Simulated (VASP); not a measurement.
Wanted: the native input for a VASP 6.6.1 run.

```yaml
Task: single point
Functional: PBEsol
Potentials_or_basis: VASP PAW PBE potentials, release 64 (Al, In_d, N)
Cutoff: 520 eV
k_mesh: 6 × 6 × 6
Occupations: gaussian, width 0.02 eV
Spin: no spin polarisation
Dipole_correction: no
Further_INCAR_settings: ALGO = Normal; EDIFF = 1e-06; NBANDS = 56
```

The structure of AlIn2N3 lies in POSCAR:

```
AlIn2N3
1.0
    4.9468683775     -2.8419995106      0.0000000000
    4.9468683775      2.8419995106      0.0000000000
    0.0000000000      0.0000000000      5.2621622589
Al In N
2 4 6
Direct
    0.3392837525      0.6607162475      0.9888998442
    0.6607162475      0.3392837525      0.4888998442
    0.9856668802      0.3375425669      0.9864109204
    0.6624574331      0.0143331198      0.9864109204
    0.0143331198      0.6624574331      0.4864109204
    0.3375425669      0.9856668802      0.4864109204
    0.9720717884      0.3311852763      0.3864075919
    0.6688147237      0.0279282116      0.3864075919
    0.0279282116      0.6688147237      0.8864075919
    0.3311852763      0.9720717884      0.8864075919
    0.3693327364      0.6306672636      0.3374631313
    0.6306672636      0.3693327364      0.8374631313
```

These files were run (other wordings do the same):

INCAR

```
SYSTEM = AlIn2N3
PREC = Accurate ; ENCUT = 520
EDIFF = 1E-6 ; ISMEAR = 0
SIGMA = 0.02 ; LREAL = .FALSE.
LASPH = .TRUE. ; NELM = 100
ALGO = Normal ; ISIF = 2
LWAVE = .FALSE. ; LCHARG = .FALSE.
GGA = PS ; NBANDS = 56
```

KPOINTS

```
regular mesh
0
G
  6 6 6
  0 0 0
```

Potentials or basis: VASP PAW PBE potentials, release 64 (Al, In_d, N).

Run with:

```console
$ cat potpaw_PBE.64/Al/POTCAR potpaw_PBE.64/In_d/POTCAR potpaw_PBE.64/N/POTCAR > POTCAR
$ mpirun -np 1 vasp_std > vasp.out
```

It gave:

| Quantity | Value |
| --- | --- |
| Pressure | 18.2 GPa |
| Largest force | 0.016 eV/Å |
| Band gap on the k mesh | 1.35 eV |

Caveat: the cell stands under pressure; the PAW data sets were made with another functional, which shifts forces and pressure a little; spin-orbit coupling is left out, which moves the levels of the heavy elements.

Wall time 7.8 min on 1 thread of Intel(R) Xeon(R) 6975P-C (Granite Rapids) (shared host), peak memory 0.44 GiB.
